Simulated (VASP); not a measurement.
# WS2: single point with PBEsol

WS2, a slab with vacuum:

```xyz
3
Lattice="2.9885 0.0000 0.0000 -1.4942 2.5881 0.0000 0.0000 0.0000 16.5296" Properties=species:S:1:pos:R:3 pbc="T T T"
W     0.0000    1.7254    0.0000
S     1.4942    0.8627   15.0019
S     1.4942    0.8627    1.5277
```

This cell differs from its parent crystal: strain -0.050 along x and y, -0.025 along z.

```json
{
 "Program": "VASP 6.6.1",
 "Task": "single point",
 "Functional": "PBEsol",
 "Potentials or basis": "VASP PAW PBE potentials, release 64 (W_sv, S)",
 "Cutoff": "520 eV",
 "k mesh": "12 × 12 × 2",
 "Occupations": "gaussian, width 0.05 eV",
 "Spin": "no spin polarisation",
 "Dipole correction": "no",
 "Further INCAR settings": "ALGO = Normal; EDIFF = 1e-07; NBANDS = 20"
}
```

```json
{
 "Largest force": "2.450 eV/Å",
 "Band gap on the k mesh": "2.12 eV, indirect (least direct gap 2.50 eV)"
}
```

Forces in eV/Å, atoms in the order of the input:
```
W    0.000  0.000  0.000
S    0.000  0.000 -2.450
S    0.000  0.000  2.450
```

Levels at points of the mesh, in eV from the valence-band top:
```
           k point  band 11  band 12  band 13  band 14  band 15  band 16
(0.00, 0.00, 0.00)    -1.49    -1.49    -0.43     3.52     3.52     3.83
(0.50, 0.00, 0.00)    -2.40    -1.02    -0.93     3.80     3.94     4.36
(0.00, 0.00, 0.50)    -1.49    -1.49    -0.43     3.52     3.52     3.83
(0.50, 0.00, 0.50)    -2.40    -1.02    -0.93     3.80     3.94     4.36
```

It took 53 s on 1 thread of Intel(R) Xeon(R) 6975P-C (Granite Rapids), with other jobs on the host, peak memory 0.29 GiB.

Caveat: the cell differs from its parent crystal (strain -0.050 along x and y, -0.025 along z); the PAW data sets were made with another functional, which shifts forces and pressure a little; spin-orbit coupling is left out, which moves the levels of the heavy elements.
